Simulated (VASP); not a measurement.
# Ge (P6_3/mmc) in VASP: further runs, part 2 of 2

VASP 6.6.1. The steps go on from the part before.

## Step 4: Relaxation of cell and atoms, PBEsol

This run uses another cell than the first one, of 18.68 Å³/atom, 0.985 times its volume.

File INCAR:

```
ALGO     = Normal         # electronic algorithm
EDIFF    = 1E-7           # SCF threshold, eV
EDIFFG   = -0.01          # ionic threshold
ENCUT    = 500            # plane-wave cutoff, eV
GGA      = PS             # functional
GGA_COMPAT= F            
IBRION   = 2              # ionic algorithm
ISIF     = 3              # what is computed and relaxed
ISMEAR   = -1             # smearing method
LASPH    = T              # aspherical terms in the spheres
LCHARG   = F              # write CHGCAR
LREAL    = F              # projectors in reciprocal space
LWAVE    = F              # write WAVECAR
NELM     = 120            # most SCF steps
NELMIN   = 4            
NSW      = 80             # ionic steps
PREC     = Accurate       # precision mode
SIGMA    = 0.02           # smearing width, eV
```

File KPOINTS:

```
k-points
0
Gamma
  7 7 4
```

File POSCAR:

```
Ge
1.0
    3.0215805905      0.0000000000      0.0000000000
   -1.5107902952      2.6167655509      0.0000000000
    0.0000000000      0.0000000000      4.7242408624
Ge
2
Direct
    0.3333333333      0.6666666667      0.2500000000
    0.6666666667      0.3333333333      0.7500000000
```

Potentials or basis: VASP PAW PBE potentials, release 64 (Ge_d).

Launch:

```
$ cat potpaw_PBE.64/Ge_d/POTCAR > POTCAR
$ mpirun -np 1 vasp_std > vasp.out
```

OUTCAR:

```text
EDIFF = 1E-7
   EDIFFG = -0.01
   ENCUT = 500
   GGA = PS
   IBRION = 2
   ISIF = 3
   ISMEAR = -1
   LASPH = T
   LREAL = F
   NELM = 120
   NELMIN = 4
   NSW = 80
   PREC = Accurate

 ion  position               nearest neighbor table
   1  0.333  0.667  0.250-
   2  0.667  0.333  0.750-

  LATTYP: Found a hexagonal cell.
 ALAT       =     3.0215805905
 C/A-ratio  =     1.5634998706

  Lattice vectors:

 A1 = (   3.0215805905,   0.0000000000,   0.0000000000)
 A2 = (  -1.5107902952,   2.6167655509,   0.0000000000)
 A3 = (   0.0000000000,   0.0000000000,   4.7242408624)

Analysis of symmetry for initial positions (statically):
=====================================================================
 Subroutine PRICEL returns:
 Original cell was already a primitive cell.

 Routine SETGRP: Setting up the symmetry group for a
 hexagonal supercell.

 Subroutine GETGRP returns: Found 24 space group operations
 (whereof 12 operations were pure point group operations)
 out of a pool of 24 trial point group operations.

The static configuration has the point symmetry D_3d.
 The point group associated with its full space group is D_6h.

Analysis of symmetry for dynamics (positions and initial velocities):
=====================================================================
 Subroutine PRICEL returns:
 Original cell was already a primitive cell.

 Routine SETGRP: Setting up the symmetry group for a
 hexagonal supercell.

 Subroutine GETGRP returns: Found 24 space group operations
 (whereof 12 operations were pure point group operations)
 out of a pool of 24 trial point group operations.

The dynamic configuration has the point symmetry D_3d.
 The point group associated with its full space group is D_6h.

 Subroutine INISYM returns: Found 24 space group operations
 (whereof 12 operations are pure point group operations),
 and found     1 'primitive' translations

----------------------------------------------------------------------------------------

                                     Primitive cell

  volume of cell :      37.3535

  direct lattice vectors                    reciprocal lattice vectors
     3.021580591  0.000000000  0.000000000     0.330952616  0.191075582  0.000000000
    -1.510790295  2.616765551  0.000000000     0.000000000  0.382151164  0.000000000
     0.000000000  0.000000000  4.724240862     0.000000000  0.000000000  0.211674220

  length of vectors
     3.021580591  3.021580590  4.724240862     0.382151164  0.382151164  0.211674220

  position of ions in fractional coordinates (direct lattice)
     0.333333333  0.666666667  0.250000000
     0.666666667  0.333333333  0.750000000

  ion indices of the primitive-cell ions
[... 98 lines left out ...]
   LORBIT       =      0    0 simple, 1 ext, 2 COOP (PROOUT), +10 PAW based schemes
   GGA     = PS    functional components
   LHFCALC =     F    Hartree Fock is set to
   AEXX    =    0.0000 exact exchange contribution
   IVDW    =     0    specifies the selected vdW correction
   LEPSILON=     F    determine dielectric tensor
   LRPA    =     F    only Hartree local field effects (RPA)
 conjugate gradient relaxation of ions
 non-spin polarized calculation
  energy-cutoff  :      500.00
  volume of cell :       37.35
 maximum number of plane-waves:       978
 NGX is ok and might be reduce to    24
   NGX = 11   NGY = 11   NGZ = 17

--------------------------------------- Ionic step        1  -------------------------------------------

 number of electron      28.0000024 magnetization

 Free energy of the ion-electron system (eV)
  ---------------------------------------------------
  ext. energy  EPLUGINS =         0.00000000
  ---------------------------------------------------
  free energy    TOTEN  =        -9.28966425 eV

  energy without entropy =       -9.28898545  energy(sigma->0) =       -9.28932485

------------------------ aborting loop because EDIFF is reached ----------------------------------------

  FORCE on cell =-STRESS in cart. coord.  units (eV):
  Direction    XX          YY          ZZ          XY          YZ          ZX
  --------------------------------------------------------------------------------------
  -------------------------------------------------------------------------------------
  Total       -0.0198277     -0.0198277     -0.0250153     -0.0000000     -0.0000000      0.0000000
  in kB       -0.8504543     -0.8504543     -1.0729661     -0.0000000     -0.0000000      0.0000000
  external PRESSURE =      -0.9246249 kB  Pullay stress =       0.0000000 kB

 VOLUME and BASIS-vectors are now :
 -----------------------------------------------------------------------------
  energy-cutoff  :      500.00
  volume of cell :       37.35
      direct lattice vectors                 reciprocal lattice vectors
     3.021580591  0.000000000  0.000000000     0.330952616  0.191075582  0.000000000
    -1.510790295  2.616765551  0.000000000     0.000000000  0.382151164  0.000000000
     0.000000000  0.000000000  4.724240862     0.000000000  0.000000000  0.211674220

 POSITION                                       TOTAL-FORCE (eV/Angst)
 -----------------------------------------------------------------------------------
     -0.00000      1.74451      1.18106         0.000000     -0.000000      0.000000
      1.51079      0.87226      3.54318        -0.000000      0.000000      0.000000
 -----------------------------------------------------------------------------------
    total drift:                                0.000000     -0.000000      0.000000

  FREE ENERGIE OF THE ION-ELECTRON SYSTEM (eV)
  ---------------------------------------------------
  free  energy   TOTEN  =        -9.2896642457 eV

  energy  without entropy=       -9.2889854453  energy(sigma->0) =       -9.28932485

--------------------------------------- Ionic step        2  -------------------------------------------

 number of electron      28.0000025 magnetization

 Free energy of the ion-electron system (eV)
  ---------------------------------------------------
  ext. energy  EPLUGINS =         0.00000000
  ---------------------------------------------------
  free energy    TOTEN  =        -9.28967291 eV

  energy without entropy =       -9.28897064  energy(sigma->0) =       -9.28932177

 E-fermi :   6.6464     XC(G=0): -11.4935

 val. band max:        6.6163079931   @ k =   0.4286   0.0000   0.0000
 cond. band min:       6.7278739406   @ k =   0.4286   0.1429   0.0000
 fundamental gap:      0.1115659476
 Fermi energy:         6.6463875828

 k-point     1 :       0.0000    0.0000    0.0000
  band No.  band energies     occupation
      1     -17.8540      2.00000
      2     -17.8483      2.00000
      3     -17.8482      2.00000
      4     -17.8396      2.00000
      5     -17.8395      2.00000
      6     -17.8395      2.00000
[... 481 lines left out ...]
      5     -17.8156      2.00000
      6     -17.8156      2.00000
[... 10 lines left out ...]
     17      13.0913      0.00000
     18      13.0913      0.00000

------------------------ aborting loop because EDIFF is reached ----------------------------------------

  FORCE on cell =-STRESS in cart. coord.  units (eV):
  Direction    XX          YY          ZZ          XY          YZ          ZX
  --------------------------------------------------------------------------------------
  -------------------------------------------------------------------------------------
  Total        0.0083928      0.0083928      0.0070051      0.0000000      0.0000000     -0.0000000
  in kB        0.3605496      0.3605496      0.3009359      0.0000000      0.0000000     -0.0000000
  external PRESSURE =       0.3406784 kB  Pullay stress =       0.0000000 kB

 VOLUME and BASIS-vectors are now :
 -----------------------------------------------------------------------------
  energy-cutoff  :      500.00
  volume of cell :       37.30
      direct lattice vectors                 reciprocal lattice vectors
     3.020135461 -0.000000000  0.000000000     0.331110976  0.191167011 -0.000000000
    -1.510067730  2.615514032 -0.000000000     0.000000000  0.382334022  0.000000000
     0.000000000 -0.000000000  4.721390240    -0.000000000  0.000000000  0.211802022

 POSITION                                       TOTAL-FORCE (eV/Angst)
 -----------------------------------------------------------------------------------
     -0.00000      1.74368      1.18035         0.000000     -0.000000      0.000000
      1.51007      0.87184      3.54104        -0.000000      0.000000      0.000000
 -----------------------------------------------------------------------------------
    total drift:                                0.000000     -0.000000      0.000000

  FREE ENERGIE OF THE ION-ELECTRON SYSTEM (eV)
  ---------------------------------------------------
  free  energy   TOTEN  =        -9.2896729074 eV

  energy  without entropy=       -9.2889706391  energy(sigma->0) =       -9.28932177

 reached required accuracy - stopping structural energy minimisation
```

Run time: 15 s. Hardware: 1 thread of Intel Xeon 6975P-C, shared host; peak memory 0.15 GiB.

What came out:

* Free energy: -9.2897 eV
* Relaxed volume: 18.65 Å³/atom
* Relaxed cell: a = 3.020 Å, b = 3.020 Å, c = 4.721 Å, α = 90.00°, β = 90.00°, γ = 120.00°
* Space group after relaxing (to 0.05 Å): P6_3/mmc (No. 194)
* Energy gained by relaxing: 0.0 meV/atom
* Ionic steps: 2
* Pressure after relaxing: 0.0 GPa
* Band gap on the k mesh: zero (band 14 reaches 13.36 eV, above the bottom of band 15 at 5.15 eV)

Final structure:
```yaml
crystal:
  lattice:
    - [3.02014, 0.00000, 0.00000]
    - [-1.51007, 2.61551, 0.00000]
    - [0.00000, 0.00000, 4.72139]
  atoms:
    - { symbol: Ge, position: [0.33333, 0.66667, 0.25000] }
    - { symbol: Ge, position: [0.66667, 0.33333, 0.75000] }
```

Levels at points of the mesh, in eV from the Fermi level:
| k point | band 12 | band 13 | band 14 | band 15 | band 16 | band 17 |
| --- | --- | --- | --- | --- | --- | --- |
| (0.00, 0.00, 0.00) | -7.24 | -5.32 | 6.39 | 6.39 | 8.49 | 8.49 |
| (0.00, 0.00, 0.50) | -11.47 | 2.09 | 2.09 | 7.53 | 7.53 | 7.53 |

Caveat: the PAW data sets were made with another functional, which shifts forces and pressure a little.

## Step 5: The runs side by side

| task | cell | gap on the mesh (eV) | pressure (GPa) | relaxed volume (Å³/atom) |
| --- | --- | --- | --- | --- |
| single point | a = 3.037, b = 3.037, c = 4.748 Å, angles 90.0, 90.0, 120.0°, 2 atoms | none | -1.2 | - |
| relaxation of cell and atoms | relaxed from a = 2.910, b = 2.910, c = 4.752 Å, angles 90.0, 90.0, 120.0°, 2 atoms | none | 0.0 | 18.61 |
| relaxation of cell and atoms | relaxed from a = 3.022, b = 3.022, c = 4.724 Å, angles 90.0, 90.0, 120.0°, 2 atoms | none | 0.0 | 18.65 |

Alike in all rows: level PBEsol; potentials or basis VASP PAW PBE potentials, release 64 (Ge_d); no spin polarisation; k mesh 7 × 7 × 4; cutoff (eV) 500; smearing fermi-dirac 0.02 eV.

Caveats: the PAW data sets were made with another functional, which shifts forces and pressure a little.

Absolute energies hang on the potentials; compare differences alone.
